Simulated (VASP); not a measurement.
Set up this calculation in VASP 6.6.1, as the native input.

```yaml
Task: single point
Functional: PBE
Potentials_or_basis: VASP PAW PBE potentials, release 64 (Ir)
Cutoff: 520 eV
k_mesh: 13 × 13 × 13
Occupations: gaussian, width 0.15 eV
Spin: no spin polarisation
Dipole_correction: no
Further_INCAR_settings: ALGO = Normal; EDIFF = 1e-06; NBANDS = 10
```

The structure of Ir lies in POSCAR:

```
Ir
1.0
    0.0000000000      1.9156000000      1.9156000000
    1.9156000000      0.0000000000      1.9156000000
    1.9156000000      1.9156000000      0.0000000000
Ir
1
Direct
    0.0000000000      0.0000000000      0.0000000000
```

One way to write it, as run:

INCAR

```
SYSTEM = Ir
PREC = Accurate
ENCUT = 520
EDIFF = 1E-6
ISMEAR = 0
SIGMA = 0.15
LREAL = .FALSE.
LASPH = .TRUE.
NELM = 80
ALGO = Normal
ISIF = 2
LWAVE = .FALSE.
LCHARG = .TRUE.
GGA = PE
LELF = .TRUE.
LVHAR = .TRUE.
NBANDS = 10
```

KPOINTS

```
regular mesh
0
G
  13 13 13
  0 0 0
```

Potentials or basis: VASP PAW PBE potentials, release 64 (Ir).

Run with:

```sh
$ cat potpaw_PBE.64/Ir/POTCAR > POTCAR
$ mpirun -np 1 vasp_std > vasp.out
```

It gave:

The pressure is 12.5 GPa.

Run time: 6.4 s on 1 thread of AMD EPYC 9R45 96-Core Processor (Zen 5), on a shared host, peak memory 0.1 GiB.
